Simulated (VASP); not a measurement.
# Tb3YPb (P4mm) in VASP: notebook, part 2 of 2

VASP 6.6.1.

## 4. Single point, PBE (33.97 Å³/atom)

This run uses another cell than the first one, of 33.97 Å³/atom.

INCAR reads:

```
PREC = Accurate
ENCUT = 500
EDIFF = 1E-6
ISMEAR = 0
SIGMA = 0.1
LREAL = F
LASPH = T
NELM = 200
ALGO = Normal
ISIF = 2
LWAVE = F
LCHARG = T
GGA = PE
LELF = T
LVHAR = T
NBANDS = 34
GGA_COMPAT = F
LMAXMIX = 6
```

KPOINTS reads:

```
regular mesh
0
Gamma
  8 8 4
```

POSCAR reads:

```
Tb3YPb
1.0
    4.5234155060      0.0000000000      0.0000000000
    0.0000000000      4.5234155060      0.0000000000
    0.0000000000      0.0000000000      8.2998277368
Tb Y Pb
3 1 1
Direct
    0.0000000000      0.5000000000      0.6810655288
    0.0000000000      0.0000000000      0.3370001661
    0.5000000000      0.0000000000      0.6810655288
    0.5000000000      0.5000000000      0.0665538283
    0.0000000000      0.0000000000      0.9705939082
```

Potentials or basis: VASP PAW PBE potentials, release 64 (Tb_3, Y_sv, Pb_d), 4f in core.

Started as:

```sh
$ cat potpaw_PBE.64/Tb_3/POTCAR potpaw_PBE.64/Y_sv/POTCAR potpaw_PBE.64/Pb_d/POTCAR > POTCAR
$ mpirun -np 1 vasp_std > vasp.out
```

OUTCAR:

```text
PREC = Accurate
   ENCUT = 500
   EDIFF = 1E-6
   ISMEAR = 0
   LREAL = F
   LASPH = T
   NELM = 200
   ISIF = 2
   GGA = PE

 ion  position               nearest neighbor table
   1  0.000  0.500  0.681-   3 3.20   3 3.20   3 3.20   3 3.20   5 3.30   5 3.30   2 3.64   2 3.64
                             4 3.92   4 3.92
   2  0.000  0.000  0.337-   5 3.04   3 3.64   1 3.64   1 3.64   3 3.64   4 3.91   4 3.91   4 3.91
                             4 3.91
   3  0.500  0.000  0.681-   1 3.20   1 3.20   1 3.20   1 3.20   5 3.30   5 3.30   2 3.64   2 3.64
                             4 3.92   4 3.92
   4  0.500  0.500  0.067-   5 3.30   5 3.30   5 3.30   5 3.30   2 3.91   2 3.91   2 3.91   2 3.91
                             3 3.92   3 3.92   1 3.92   1 3.92
   5  0.000  0.000  0.971-   2 3.04   4 3.30   4 3.30   4 3.30   4 3.30   3 3.30   3 3.30   1 3.30
                             1 3.30

  LATTYP: Found a simple tetragonal cell.
 ALAT       =     4.5234155060
 C/A-ratio  =     1.8348585766

  Lattice vectors:

 A1 = (   4.5234155060,   0.0000000000,   0.0000000000)
 A2 = (   0.0000000000,   4.5234155060,   0.0000000000)
 A3 = (   0.0000000000,   0.0000000000,   8.2998277368)

Analysis of symmetry for initial positions (statically):
=====================================================================
 Subroutine PRICEL returns:
 Original cell was already a primitive cell.

 Routine SETGRP: Setting up the symmetry group for a
 simple tetragonal supercell.

 Subroutine GETGRP returns: Found  8 space group operations
 (whereof  8 operations were pure point group operations)
 out of a pool of 16 trial point group operations.

The static configuration has the point symmetry C_4v.

Analysis of symmetry for dynamics (positions and initial velocities):
=====================================================================
 Subroutine PRICEL returns:
 Original cell was already a primitive cell.

 Routine SETGRP: Setting up the symmetry group for a
 simple tetragonal supercell.

 Subroutine GETGRP returns: Found  8 space group operations
 (whereof  8 operations were pure point group operations)
 out of a pool of 16 trial point group operations.

The dynamic configuration has the point symmetry C_4v.

 Subroutine INISYM returns: Found  8 space group operations
 (whereof  8 operations are pure point group operations),
 and found     1 'primitive' translations

----------------------------------------------------------------------------------------

                                     Primitive cell

  volume of cell :     169.8252

  direct lattice vectors                    reciprocal lattice vectors
     4.523415506  0.000000000  0.000000000     0.221071887  0.000000000  0.000000000
     0.000000000  4.523415506  0.000000000     0.000000000  0.221071887  0.000000000
     0.000000000  0.000000000  8.299827737     0.000000000  0.000000000  0.120484428

  length of vectors
     4.523415506  4.523415506  8.299827737     0.221071887  0.221071887  0.120484428

  position of ions in fractional coordinates (direct lattice)
     0.000000000  0.500000000  0.681065529
     0.000000000  0.000000000  0.337000166
     0.500000000  0.000000000  0.681065529
     0.500000000  0.500000000  0.066553828
     0.000000000  0.000000000  0.970593908
[... 37 lines left out ...]
  0.000000  0.000000  0.000000      1.000000
  0.125000  0.000000  0.000000      4.000000
  0.250000  0.000000  0.000000      4.000000
  0.375000  0.000000  0.000000      4.000000
  0.500000  0.000000  0.000000      2.000000
  0.125000  0.125000  0.000000      4.000000
[... 16 lines left out ...]
  0.375000  0.125000  0.250000     16.000000
  0.500000  0.125000  0.250000      8.000000
 [... further k-points ...]
   k-points           NKPTS =     45   k-points in BZ     NKDIM =     45   number of bands    NBANDS=     34
   number of dos      NEDOS =    301   number of ions     NIONS =      5
   total plane-waves  NPLWV =  82944
   dimension x,y,z NGX =    36 NGY =   36 NGZ =   64
   dimension x,y,z NGXF=    72 NGYF=   72 NGZF=  128
   ions per type =               3   1   1
   NGX,Y,Z   is equivalent  to a cutoff of  13.23, 13.23, 12.82 a.u.
   NGXF,Y,Z  is equivalent  to a cutoff of  26.46, 26.46, 25.64 a.u.
 SYSTEM =  unknown system
   PREC   = accura    normal or accurate (medium, high low for compatibility)
   ISTART =      0    job   : 0-new  1-cont  2-samecut
   ICHARG =      2    charge: 1-file 2-atom 10-const
   ISPIN  =      1    spin polarized calculation?
   LNONCOLLINEAR =      F non collinear calculations
   LSORBIT =      F    spin-orbit coupling
   LASPH  =      T    aspherical Exc in radial PAW
   ENCUT  =  500.0 eV  36.75 Ry    6.06 a.u.   8.25  8.25 15.13*2*pi/ulx,y,z
   NELM   =    200;   NELMIN=  2; NELMDL= -5     # of ELM steps
   EDIFF  = 0.1E-05   stopping-criterion for ELM
   LREAL  =      F    real-space projection
   EDIFFG = 0.1E-04   stopping-criterion for IOM
   NSW    =      0    number of steps for IOM
   IBRION =     -1    ionic relax: 0-MD 1-quasi-New 2-CG
   NFREE  =      0    steps in history (QN), initial steepest desc. (CG)
   ISIF   =      2    stress and relaxation
   ISYM   =      2    0-nonsym 1-usesym 2-fastsym
   POTIM  = 0.5000    time-step for ionic-motion
   TEBEG  =    0.0;   TEEND  =   0.0 temperature during run
   PSTRESS=    0.0 pullay stress
   NELECT =      52.0000    total number of electrons
   NUPDOWN=      -1.0000    fix difference up-down
   EMIN   =  10.00;   EMAX   =-10.00  energy-range for DOS
   EFERMI =   0.00;   METHOD = LEGACY
   ISMEAR =     0;   SIGMA  =   0.10  broadening in eV -4-tet -1-fermi 0-gaus
   EFERMI_NEDOS =   21; number of points for ismear=-14 and -15
   IALGO  =     38    algorithm
   IMIX   =      4    mixing-type and parameters
     AMIX     =   0.40;   BMIX     =  1.00
     AMIX_MAG =   1.60;   BMIX_MAG =  1.00
  volume/ion in A,a.u.               =      33.97       229.21
  Fermi-wavevector in a.u.,A,eV,Ry     =   1.103423  2.085167 16.565661  1.217542
  Thomas-Fermi vector in A             =   2.239881
   LORBIT       =      0    0 simple, 1 ext, 2 COOP (PROOUT), +10 PAW based schemes
   GGA     = PE    functional components
   LHFCALC =     F    Hartree Fock is set to
   AEXX    =    0.0000 exact exchange contribution
   IVDW    =     0    specifies the selected vdW correction
   LEPSILON=     F    determine dielectric tensor
   LRPA    =     F    only Hartree local field effects (RPA)
 non-spin polarized calculation
 Gauss-broadening in eV      SIGMA  =   0.10
  energy-cutoff  :      500.00
  volume of cell :      169.83
 maximum number of plane-waves:      4346
 NGX is ok and might be reduce to    36
   NGX = 17   NGY = 17   NGZ = 31

 number of electron      52.0000002 magnetization

 Free energy of the ion-electron system (eV)
  ---------------------------------------------------
  ext. energy  EPLUGINS =         0.00000000
  ---------------------------------------------------
  free energy    TOTEN  =       -23.49060290 eV

  energy without entropy =      -23.45468264  energy(sigma->0) =      -23.47264277

 E-fermi :   3.4656     XC(G=0):  -9.4643

 val. band max:        3.4611383079   @ k =   0.2500   0.0000   0.5000
 cond. band min:       3.4839227728   @ k =   0.2500   0.1250   0.2500
 fundamental gap:      0.0227844649
 Fermi energy:         3.4656429068

 k-point     1 :       0.0000    0.0000    0.0000
  band No.  band energies     occupation
      1     -39.8492      2.00000
      2     -19.8312      2.00000
      3     -19.8072      2.00000
      4     -19.8072      2.00000
      5     -19.7272      2.00000
      6     -19.7272      2.00000
[... 877 lines left out ...]
     33       5.5210      0.00000
     34       5.8100      0.00000

 [... further k-points ...]

------------------------ aborting loop because EDIFF is reached ----------------------------------------

  FORCE on cell =-STRESS in cart. coord.  units (eV):
  Direction    XX          YY          ZZ          XY          YZ          ZX
  --------------------------------------------------------------------------------------
  -------------------------------------------------------------------------------------
  Total       -0.7784024     -0.7784024     -0.7214681      0.0000000      0.0000000     -0.0000000
  in kB       -7.3436627     -7.3436627     -6.8065288      0.0000000      0.0000000     -0.0000000
  external PRESSURE =      -7.1646181 kB  Pullay stress =       0.0000000 kB

 VOLUME and BASIS-vectors are now :
 -----------------------------------------------------------------------------
  energy-cutoff  :      500.00
  volume of cell :      169.83
      direct lattice vectors                 reciprocal lattice vectors
     4.523415506  0.000000000  0.000000000     0.221071887  0.000000000  0.000000000
     0.000000000  4.523415506  0.000000000     0.000000000  0.221071887  0.000000000
     0.000000000  0.000000000  8.299827737     0.000000000  0.000000000  0.120484428

 POSITION                                       TOTAL-FORCE (eV/Angst)
 -----------------------------------------------------------------------------------
      0.00000      2.26171      5.65273        -0.000000      0.000000      0.002562
      0.00000      0.00000      2.79704         0.000000      0.000000     -0.020753
      2.26171      0.00000      5.65273        -0.000000      0.000000      0.002562
      2.26171      2.26171      0.55239        -0.000000     -0.000000      0.001616
      0.00000      0.00000      8.05576        -0.000000      0.000000      0.014013
 -----------------------------------------------------------------------------------
    total drift:                                0.000000     -0.000000      0.001074

  FREE ENERGIE OF THE ION-ELECTRON SYSTEM (eV)
  ---------------------------------------------------
  free  energy   TOTEN  =       -23.4906028993 eV

  energy  without entropy=      -23.4546826360  energy(sigma->0) =      -23.47264277
```

It took 3.1 min on 1 thread of AMD EPYC 9R45 (Zen 5), shared host; peak memory 0.42 GiB.

What came out:

| Property | Result |
| --- | --- |
| Free energy | -23.4906 eV |
| Pressure | -0.7 GPa |
| Largest force | 0.021 eV/Å |
| Band gap on the k mesh | zero (bands 26 and 27 overlap by 0.51 eV) |

Forces on the atoms (eV/Å):
```
Tb   0.000  0.000  0.003
Tb   0.000  0.000 -0.021
Tb   0.000  0.000  0.003
Y    0.000  0.000  0.002
Pb   0.000  0.000  0.014
```

Caveat: spin-orbit coupling is left out, which moves the levels of the heavy elements; the 4f electrons are frozen in the core, so they carry no moment and show no levels. Spin polarisation is off, so any magnetic state and its effect on volume and gap are missing.

## 5. Single point, PBE (34.95 Å³/atom)

This run uses another cell than the first one, of 34.95 Å³/atom.

INCAR reads:

```
ALGO = Normal
EDIFF = 1E-6
ENCUT = 500
GGA = PE
GGA_COMPAT = False
ISIF = 2
ISMEAR = 0
LASPH = True
LCHARG = False
LMAXMIX = 6
LREAL = False
LWAVE = False
NBANDS = 34
NELM = 200
PREC = Accurate
SIGMA = 0.1
```

KPOINTS reads:

```
k-points
0
Gamma
  8 8 4
```

POSCAR reads:

```
Tb3YPb
1.0
    4.5674136268      0.0000000000      0.0000000000
    0.0000000000      4.5674136268      0.0000000000
    0.0000000000      0.0000000000      8.3778001768
Tb Y Pb
3 1 1
Direct
    0.0000000000      0.5000000000      0.6838233531
    0.0000000000      0.0000000000      0.3393320971
    0.5000000000      0.0000000000      0.6838233531
    0.5000000000      0.5000000000      0.0558879636
    0.0000000000      0.0000000000      0.9734121932
```

Started as:

```sh
$ cat potpaw_PBE.64/Tb_3/POTCAR potpaw_PBE.64/Y_sv/POTCAR potpaw_PBE.64/Pb_d/POTCAR > POTCAR
$ mpirun -np 1 vasp_std > vasp.out
```

It took 3 min on 1 thread of AMD EPYC 9R45 (Zen 5), shared host; peak memory 0.43 GiB.

It converged, with:

- Free energy: -23.4563 eV
- Pressure: -1.5 GPa
- Largest force: 0.019 eV/Å
- Band gap on the k mesh: zero (bands 26 and 27 overlap by 0.49 eV)

Forces on the atoms (eV/Å):
```
Tb   0.000  0.000  0.000
Tb   0.000  0.000 -0.019
Tb   0.000  0.000  0.000
Y    0.000  0.000  0.006
Pb   0.000  0.000  0.012
```

Levels at points of the mesh, in eV from the Fermi level:
| k point | band 22 | band 23 | band 24 | band 25 | band 26 | band 27 | band 28 | band 29 | band 30 | band 31 |
| --- | --- | --- | --- | --- | --- | --- | --- | --- | --- | --- |
| (0.00, 0.00, 0.00) | -1.62 | -0.81 | -0.81 | -0.49 | -0.39 | -0.34 | 1.18 | 1.18 | 1.24 | 1.27 |
| (0.50, 0.00, 0.00) | -1.41 | -1.14 | -1.12 | -0.20 | -0.04 | 0.50 | 0.71 | 0.98 | 1.24 | 1.44 |
| (0.50, 0.50, 0.00) | -2.04 | -0.94 | -0.68 | -0.66 | -0.66 | 0.34 | 0.34 | 0.38 | 0.95 | 0.95 |
| (0.00, 0.00, 0.50) | -1.84 | -0.62 | -0.62 | -0.33 | -0.22 | -0.18 | 0.57 | 0.74 | 0.74 | 0.86 |
| (0.50, 0.00, 0.50) | -1.16 | -1.02 | -0.55 | -0.35 | -0.26 | 0.67 | 0.88 | 0.98 | 1.41 | 1.56 |
| (0.50, 0.50, 0.50) | -1.45 | -1.42 | -0.54 | -0.37 | -0.37 | 0.15 | 0.15 | 0.32 | 1.02 | 1.02 |

Caveat: spin-orbit coupling is left out, which moves the levels of the heavy elements; the 4f electrons are frozen in the core, so they carry no moment and show no levels. Spin polarisation is off, so any magnetic state and its effect on volume and gap are missing.

## 6. Summary

| cell | gap on the mesh (eV) | pressure (GPa) | largest force (eV/Å) |
| --- | --- | --- | --- |
| a = 4.479, b = 4.479, c = 8.219 Å, 5 atoms, atomic positions A | none | 0.1 | 0.03 |
| a = 4.479, b = 4.479, c = 8.219 Å, 5 atoms, atomic positions B | none | 0.1 | 0.02 |
| a = 4.523, b = 4.523, c = 8.300 Å, 5 atoms, atomic positions C | none | -0.7 | 0.02 |
| a = 4.567, b = 4.567, c = 8.378 Å, 5 atoms, atomic positions D | none | -1.5 | 0.02 |

Alike in all rows: task single point; level PBE; potentials or basis VASP PAW PBE potentials, release 64 (Tb_3, Y_sv, Pb_d), 4f in core; no spin polarisation; k mesh 8 × 8 × 4; cutoff (eV) 500; smearing gaussian 0.1 eV.

Caveats: spin-orbit coupling is left out, which moves the levels of the heavy elements; the 4f electrons are frozen in the core, so they carry no moment and show no levels.

Total energies depend on the potentials used, so only differences within one code and one set of settings carry meaning.

The gap in the log of VASP goes by the Fermi energy; the results here count the filled bands.